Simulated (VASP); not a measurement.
Ru2C, 6 atoms in the cell. Symmetry: Fm-3m, No. 225, cubic system. The conventional cell has a = 5.197 Å, b = 5.197 Å, c = 5.197 Å, α = 90.00°, β = 90.00°, γ = 90.00°. Ru (site symmetry -43m) has 4 C at 2.25 Å and 6 Ru at 2.60 Å within 3.0 Å. C (site symmetry m-3m) has 8 Ru at 2.25 Å within 3.0 Å. 

| Quantity | Value |
| --- | --- |
| Program | VASP 6.6.1 |
| Task | single point |
| Functional | PBE |
| Potentials or basis | VASP PAW PBE potentials, release 64 (Ru_pv, C) |
| Cutoff | 520 eV |
| k mesh | 8 × 8 × 8 |
| Occupations | gaussian, width 0.1 eV |
| Spin | no spin polarisation |
| Dipole correction | no |
| Further INCAR settings | ALGO = Normal; EDIFF = 1e-07; NBANDS = 41 |

Potentials or basis: VASP PAW PBE potentials, release 64 (Ru_pv, C).

The run is started by

```sh
$ cat potpaw_PBE.64/Ru_pv/POTCAR potpaw_PBE.64/C/POTCAR > POTCAR
$ mpirun -np 1 vasp_std > vasp.out
```

Hardware: 1 thread of Intel Xeon 6975P-C, with other jobs on the host.

How long does it take, and how much memory?

Run time: 3 min on 1 thread of Intel Xeon 6975P-C, with other jobs on the host, peak memory 0.28 GiB. Counts: scf iterations 15, k points 65.
